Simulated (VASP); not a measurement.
# Fe (Cmcm) in VASP: relaxation of cell and atoms with PBE

Aim: the relaxation of cell and atoms of Fe with PBE.

All numbers are computed with VASP 6.6.1; they aren't measurements. Logs are shortened: lines on timing, memory, paths and dates and some standing lists are left out, and cuts for length are marked.

## Step 1: The cell of the first run

Symmetry: Cmcm, No. 63, orthorhombic system. Conventional cell: a = 3.711 Å, b = 3.550 Å, c = 3.856 Å, α = 90.00°, β = 90.00°, γ = 90.00°. Fe (site symmetry m2m) has 10 Fe at 2.12 to 2.82 Å within 2.9 Å.

The cell was built from a structure type or drawn by symmetry, and may not be a known phase.

## Step 2: Relaxation of cell and atoms, PBE, collinear spin, ferromagnetic start

File INCAR:

```
SYSTEM = Fe
PREC = Accurate
ENCUT = 600
EDIFF = 1E-6
ISMEAR = 0
SIGMA = 0.1
LREAL = .False.
LASPH = .True.
NELM = 150
ALGO = Normal
ISIF = 3
LWAVE = .False.
LCHARG = .False.
ISPIN = 2
MAGMOM = 4 4
LORBIT = 11
LMAXMIX = 4
GGA = PE
IBRION = 2
NSW = 90
EDIFFG = -0.04
```

File KPOINTS:

```
regular mesh
0
Gamma
  6 6 4
  0 0 0
```

File POSCAR:

```
Fe
1.0
    1.8556361845     -1.7750569037      0.0000000000
    1.8556361845      1.7750569037      0.0000000000
    0.0000000000      0.0000000000      3.8556150427
Fe
2
Direct
    0.1250000000      0.8750000000      0.2500000000
    0.8750000000      0.1250000000      0.7500000000
```

Potentials or basis: VASP PAW PBE potentials, release 64 (Fe).

Run with:

```sh
$ cat potpaw_PBE.64/Fe/POTCAR > POTCAR
$ mpirun -np 1 vasp_std > vasp.out
```

OUTCAR:

```text
SYSTEM = Fe
   PREC = Accurate
   ENCUT = 600
   EDIFF = 1E-6
   ISMEAR = 0
   LREAL = .False.
   LASPH = .True.
   NELM = 150
   ISIF = 3
   ISPIN = 2
   LORBIT = 11
   GGA = PE
   IBRION = 2
   NSW = 90
   EDIFFG = -0.04

 ion  position               nearest neighbor table
   1  0.125  0.875  0.250-   2 2.12   2 2.12   2 2.82   2 2.82   2 2.82   2 2.82
   2  0.875  0.125  0.750-   1 2.12   1 2.12   1 2.82   1 2.82   1 2.82   1 2.82

  LATTYP: Found a base centered orthorhombic cell.
 ALAT       =     3.5501138074
 B/A-ratio  =     1.0453953226
 C/A-ratio  =     1.0860539272

  Lattice vectors:

 A1 = (  -1.8556361845,  -1.7750569037,   0.0000000000)
 A2 = (   1.8556361845,  -1.7750569037,   0.0000000000)
 A3 = (   0.0000000000,   0.0000000000,   3.8556150427)

Analysis of symmetry for initial positions (statically):
=====================================================================
 Subroutine PRICEL returns:
 Original cell was already a primitive cell.

 Routine SETGRP: Setting up the symmetry group for a
 base centered orthorhombic supercell.

 Subroutine GETGRP returns: Found  8 space group operations
 (whereof  4 operations were pure point group operations)
 out of a pool of  8 trial point group operations.

The static configuration has the point symmetry C_2h.
 The point group associated with its full space group is D_2h.

Analysis of symmetry for dynamics (positions and initial velocities):
=====================================================================
 Subroutine PRICEL returns:
 Original cell was already a primitive cell.

 Routine SETGRP: Setting up the symmetry group for a
 base centered orthorhombic supercell.

 Subroutine GETGRP returns: Found  8 space group operations
 (whereof  4 operations were pure point group operations)
 out of a pool of  8 trial point group operations.

The dynamic configuration has the point symmetry C_2h.
 The point group associated with its full space group is D_2h.

Analysis of structural, dynamic, and magnetic symmetry:
=====================================================================
 Subroutine PRICEL returns:
 Original cell was already a primitive cell.

 Routine SETGRP: Setting up the symmetry group for a
 base centered orthorhombic supercell.

 Subroutine GETGRP returns: Found  8 space group operations
 (whereof  4 operations were pure point group operations)
 out of a pool of  8 trial point group operations.

The overall configuration has the point symmetry C_2h.
 The point group associated with its full space group is D_2h.

 Subroutine INISYM returns: Found  8 space group operations
 (whereof  4 operations are pure point group operations),
 and found     1 'primitive' translations

----------------------------------------------------------------------------------------

                                     Primitive cell

  volume of cell :      25.3997

  direct lattice vectors                    reciprocal lattice vectors
     1.855636185 -1.775056904  0.000000000     0.269449370 -0.281681111  0.000000000
     1.855636185  1.775056904  0.000000000     0.269449370  0.281681111  0.000000000
     0.000000000  0.000000000  3.855615043     0.000000000  0.000000000  0.259361993

  length of vectors
     2.567919909  2.567919909  3.855615043     0.389804067  0.389804067  0.259361993

  position of ions in fractional coordinates (direct lattice)
     0.125000000  0.875000000  0.250000000
     0.875000000  0.125000000  0.750000000

  ion indices of the primitive-cell ions
   primitive index   ion index
                 1           1
                 2           2

----------------------------------------------------------------------------------------

 KPOINTS: regular mesh

Automatic generation of k-mesh.
 Grid dimensions read from file:
 generate k-points for:    6    6    4

 Generating k-lattice:

  Cartesian coordinates                     Fractional coordinates (reciprocal lattice)
     0.044908228 -0.046946852  0.000000000     0.166666667  0.000000000  0.000000000
     0.044908228  0.046946852  0.000000000     0.000000000  0.166666667  0.000000000
     0.000000000  0.000000000  0.064840498     0.000000000  0.000000000  0.250000000

  Length of vectors
     0.064967345  0.064967345  0.064840498

  Shift w.r.t. Gamma in fractional coordinates (k-lattice)
     0.000000000  0.000000000  0.000000000

 Subroutine IBZKPT returns following result:
 ===========================================

 Found     39 irreducible k-points:

 Following reciprocal coordinates:
            Coordinates               Weight
  0.000000  0.000000  0.000000      1.000000
  0.166667  0.000000  0.000000      4.000000
  0.333333  0.000000  0.000000      4.000000
  0.500000  0.000000  0.000000      2.000000
  0.166667  0.166667  0.000000      2.000000
  0.333333  0.166667  0.000000      4.000000
[... 16 lines left out ...]
  0.333333  0.333333  0.250000      4.000000
  0.500000  0.333333  0.250000      8.000000
 [... further k-points ...]
   k-points           NKPTS =     39   k-points in BZ     NKDIM =     39   number of bands    NBANDS=     16
   number of dos      NEDOS =    301   number of ions     NIONS =      2
   total plane-waves  NPLWV =  18432
   dimension x,y,z NGX =    24 NGY =   24 NGZ =   32
   dimension x,y,z NGXF=    48 NGYF=   48 NGZF=   64
   ions per type =               2
   NGX,Y,Z   is equivalent  to a cutoff of  15.54, 15.54, 13.80 a.u.
   NGXF,Y,Z  is equivalent  to a cutoff of  31.07, 31.07, 27.60 a.u.
 SYSTEM =  Fe
   PREC   = accura    normal or accurate (medium, high low for compatibility)
   ISTART =      0    job   : 0-new  1-cont  2-samecut
   ICHARG =      2    charge: 1-file 2-atom 10-const
   ISPIN  =      2    spin polarized calculation?
   LNONCOLLINEAR =      F non collinear calculations
   LSORBIT =      F    spin-orbit coupling
   LASPH  =      T    aspherical Exc in radial PAW
   ENCUT  =  600.0 eV  44.10 Ry    6.64 a.u.   5.13  5.13  7.70*2*pi/ulx,y,z
   NELM   =    150;   NELMIN=  2; NELMDL= -5     # of ELM steps
   EDIFF  = 0.1E-05   stopping-criterion for ELM
   LREAL  =      F    real-space projection
   EDIFFG = -.4E-01   stopping-criterion for IOM
   NSW    =     90    number of steps for IOM
   IBRION =      2    ionic relax: 0-MD 1-quasi-New 2-CG
   NFREE  =      1    steps in history (QN), initial steepest desc. (CG)
   ISIF   =      3    stress and relaxation
   ISYM   =      2    0-nonsym 1-usesym 2-fastsym
   POTIM  = 0.5000    time-step for ionic-motion
   TEBEG  =    0.0;   TEEND  =   0.0 temperature during run
   PSTRESS=    0.0 pullay stress
   NELECT =      16.0000    total number of electrons
   NUPDOWN=      -1.0000    fix difference up-down
   EMIN   =  10.00;   EMAX   =-10.00  energy-range for DOS
   EFERMI =   0.00;   METHOD = LEGACY
   ISMEAR =     0;   SIGMA  =   0.10  broadening in eV -4-tet -1-fermi 0-gaus
   EFERMI_NEDOS =   21; number of points for ismear=-14 and -15
   IALGO  =     38    algorithm
   IMIX   =      4    mixing-type and parameters
     AMIX     =   0.40;   BMIX     =  1.00
     AMIX_MAG =   1.60;   BMIX_MAG =  1.00
  volume/ion in A,a.u.               =      12.70        85.70
  Fermi-wavevector in a.u.,A,eV,Ry     =   1.403369  2.651983 26.795923  1.969445
  Thomas-Fermi vector in A             =   2.526038
   LORBIT       =     11    0 simple, 1 ext, 2 COOP (PROOUT), +10 PAW based schemes
   GGA     = PE    functional components
   LHFCALC =     F    Hartree Fock is set to
   AEXX    =    0.0000 exact exchange contribution
   IVDW    =     0    specifies the selected vdW correction
   LEPSILON=     F    determine dielectric tensor
   LRPA    =     F    only Hartree local field effects (RPA)
 conjugate gradient relaxation of ions
 spin polarized calculation
 Gauss-broadening in eV      SIGMA  =   0.10
  energy-cutoff  :      600.00
  volume of cell :       25.40
 maximum number of plane-waves:       861
 NGX is ok and might be reduce to    24
   NGX = 11   NGY = 11   NGZ = 15

--------------------------------------- Ionic step        1  -------------------------------------------

 number of electron      15.9999996 magnetization       3.9805016

 Free energy of the ion-electron system (eV)
  ---------------------------------------------------
  ext. energy  EPLUGINS =         0.00000000
  ---------------------------------------------------
  free energy    TOTEN  =       -15.18258066 eV

  energy without entropy =      -15.17288008  energy(sigma->0) =      -15.17773037

------------------------ aborting loop because EDIFF is reached ----------------------------------------

  FORCE on cell =-STRESS in cart. coord.  units (eV):
  Direction    XX          YY          ZZ          XY          YZ          ZX
  --------------------------------------------------------------------------------------
  -------------------------------------------------------------------------------------
  Total       -2.1590693     -1.7227662      3.8980621      0.0000000      0.0000000      0.0000000
  in kB     -136.1909929   -108.6696200    245.8841677      0.0000000      0.0000000      0.0000000
  external PRESSURE =       0.3411849 kB  Pullay stress =       0.0000000 kB
[... 89 lines left out ...]
  FREE ENERGIE OF THE ION-ELECTRON SYSTEM (eV)
  ---------------------------------------------------
  free  energy   TOTEN  =       -15.9064289352 eV

  energy  without entropy=      -15.8986033201  energy(sigma->0) =      -15.90251613

[... ionic steps 4 to 16 ...]

--------------------------------------- Ionic step       17  -------------------------------------------

 number of electron      15.9999998 magnetization       4.4545037

------------------------ aborting loop because EDIFF is reached ----------------------------------------
[... 67 lines left out ...]
--------------------------------------- Ionic step       19  -------------------------------------------

 number of electron      16.0000006 magnetization       4.4342581

 Free energy of the ion-electron system (eV)
  ---------------------------------------------------
  ext. energy  EPLUGINS =         0.00000000
  ---------------------------------------------------
  free energy    TOTEN  =       -16.53551801 eV

  energy without entropy =      -16.53088598  energy(sigma->0) =      -16.53320200

 E-fermi :   5.8674     XC(G=0): -13.1179

 val. band max:        5.8407312218   @ k =   0.5000   0.5000   0.5000
 cond. band min:       5.8820895146   @ k =   0.5000   0.1667   0.5000
 fundamental gap:      0.0413582927
 Fermi energy:         5.8674262832

 spin component 1

 k-point     1 :       0.0000    0.0000    0.0000
  band No.  band energies     occupation
      1      -2.6047      1.00000
      2       0.9165      1.00000
      3       2.4945      1.00000
      4       3.4960      1.00000
      5       3.5435      1.00000
      6       3.5513      1.00000
[... 435 lines left out ...]
      5       3.3040      1.00000
      6       4.4698      1.00000
[... 8 lines left out ...]
     15      17.7273      0.00000
     16      19.2677      0.00000

 [... further k-points ...]

 spin component 2

 k-point     1 :       0.0000    0.0000    0.0000
  band No.  band energies     occupation
      1      -2.4381      1.00000
      2       2.1939      1.00000
      3       4.2471      1.00000
      4       5.4233      1.00000
      5       5.4938      1.00000
      6       5.5154      1.00000
[... 476 lines left out ...]
  FREE ENERGIE OF THE ION-ELECTRON SYSTEM (eV)
  ---------------------------------------------------
  free  energy   TOTEN  =       -16.5355180111 eV

  energy  without entropy=      -16.5308859835  energy(sigma->0) =      -16.53320200

 reached required accuracy - stopping structural energy minimisation

 total charge

# of ion       s       p       d       tot
------------------------------------------
    1        0.488   0.537   6.247   7.272
    2        0.488   0.537   6.247   7.272
--------------------------------------------------
tot          0.976   1.074  12.493  14.543

 magnetization (x)

# of ion       s       p       d       tot
------------------------------------------
    1       -0.014  -0.057   2.285   2.215
    2       -0.014  -0.057   2.285   2.215
--------------------------------------------------
tot         -0.028  -0.113   4.571   4.430
```

Run time: 12 min. Hardware: 1 thread of Intel Xeon Platinum 8259CL at 2.50GHz (Skylake/Cascade Lake), shared host; peak memory 0.19 GiB.

Results:

```yaml
Free_energy: -16.5355 eV
Relaxed_volume: 11.35 Å³/atom
Relaxed_cell: a = 2.450 Å, b = 2.450 Å, c = 4.023 Å, α = 90.00°, β = 90.00°, γ = 70.03°
Space_group_after_relaxing_to_0.1_Å: Im-3m (No. 229)
Energy_gained_by_relaxing: 676.5 meV/atom
Ionic_steps: 19
Pressure_after_relaxing: 0.1 GPa
Largest_force_after_relaxing: 0.005 eV/Å
Net_moment: 4.43 μB per cell
Site_moments: Fe +2.21 μB
Valence_electrons_inside_the_program's_atomic_spheres: Fe 7.27
```

Forces on the atoms (eV/Å):
```
Fe   0.000  0.005  0.000
Fe   0.000 -0.005  0.000
```

Stress tensor (GPa, compression positive):
```
-0.10  0.00  0.00
 0.00  0.26  0.00
 0.00  0.00  0.15
```

Step by step:
| step | energy change (eV) | largest force (eV/Å) | pressure (GPa) | volume (Å³) |
| --- | --- | --- | --- | --- |
| 1 | 0.0000 | 2.2871 | 0.03 | 25.40 |
| 2 | -0.6465 | 1.1313 | -6.75 | 25.25 |
| 3 | -0.7238 | 0.7872 | -5.99 | 25.02 |
| 4 | -0.7234 | 0.8319 | -6.35 | 25.06 |
| 5 | -0.8693 | 0.7774 | 5.42 | 23.13 |
| 6 | -0.8818 | 0.7265 | 12.20 | 22.34 |
| 7 | -0.9642 | 0.5853 | 10.68 | 22.38 |
| 8 | -1.0645 | 0.0101 | 7.84 | 22.42 |
| 9 | -1.1091 | 0.0178 | 1.75 | 23.30 |
| 10 | -1.1237 | 0.0268 | -1.80 | 24.05 |
| 11 | -1.1238 | 0.0280 | -2.63 | 24.17 |
| 12 | -1.1433 | 0.0267 | -3.36 | 24.05 |
| 13 | -1.2188 | 0.0269 | -4.23 | 23.63 |
| 14 | -1.3286 | 0.0216 | 1.43 | 22.62 |
| 15 | -1.3381 | 0.0153 | 1.16 | 22.63 |
| 16 | -1.3384 | 0.0162 | 1.16 | 22.63 |
| 17 | -1.3471 | 0.0129 | -0.11 | 22.76 |
| 18 | -1.3513 | 0.0082 | -1.83 | 22.93 |
| 19 | -1.3529 | 0.0046 | 0.10 | 22.70 |

Final structure:
```cif
data_structure
_symmetry_space_group_name_H-M 'P 1'
_symmetry_Int_Tables_number 1
_cell_length_a 2.4505
_cell_length_b 2.4505
_cell_length_c 4.0227
_cell_angle_alpha 90.000
_cell_angle_beta 90.000
_cell_angle_gamma 70.031
_cell_volume 22.70
loop_
_atom_site_label
_atom_site_type_symbol
_atom_site_fract_x
_atom_site_fract_y
_atom_site_fract_z
_atom_site_occupancy
Fe1 Fe 0.25017 0.74983 0.25000 1
Fe2 Fe 0.74983 0.25017 0.75000 1
```

Levels at points of the mesh, in eV from the Fermi level:
Spin up:
```csv
k point,band 6,band 7,band 8,band 9,band 10,band 11,band 12,band 13,band 14,band 15
"(0.00, 0.00, 0.00)",-2.32,-1.14,-1.09,-1.08,-0.94,0.33,0.41,7.24,18.51,20.44
"(0.50, 0.00, 0.00)",-2.70,-1.17,-1.17,-0.67,-0.67,2.33,2.33,10.98,10.99,11.91
"(0.50, 0.50, 0.00)",-0.96,0.06,0.09,0.10,0.36,0.45,7.28,9.77,9.77,10.18
"(0.00, 0.00, 0.50)",-2.49,-1.30,-1.30,-1.11,-1.11,-1.04,-1.04,15.63,15.63,21.34
"(0.50, 0.00, 0.50)",-1.04,-0.90,-0.90,0.36,0.36,0.52,0.52,7.37,7.37,18.27
"(0.50, 0.50, 0.50)",-1.93,-1.34,-1.34,0.22,0.22,5.04,5.04,7.79,7.79,14.01
```
Spin down:
```
           k point  band 3  band 4  band 5  band 6  band 7  band 8  band 9  band 10
(0.00, 0.00, 0.00)   -1.62   -0.44   -0.37   -0.35    0.51    1.46    1.60     1.70
(0.50, 0.00, 0.00)   -1.70   -1.70   -1.25   -1.25    1.35    1.35    1.96     1.96
(0.50, 0.50, 0.00)   -3.05   -1.61    0.56    1.44    1.89    2.30    2.31     2.32
(0.00, 0.00, 0.50)   -1.02   -1.02   -0.75   -0.75    0.98    0.98    1.27     1.27
(0.50, 0.00, 0.50)   -1.71   -1.71    0.62    0.62    1.54    1.54    1.92     1.92
(0.50, 0.50, 0.50)   -2.01   -2.01   -0.03   -0.03    0.67    0.67    2.46     2.46
```

Caveat: the k points lie up to 0.45 Å⁻¹ apart in the final cell.
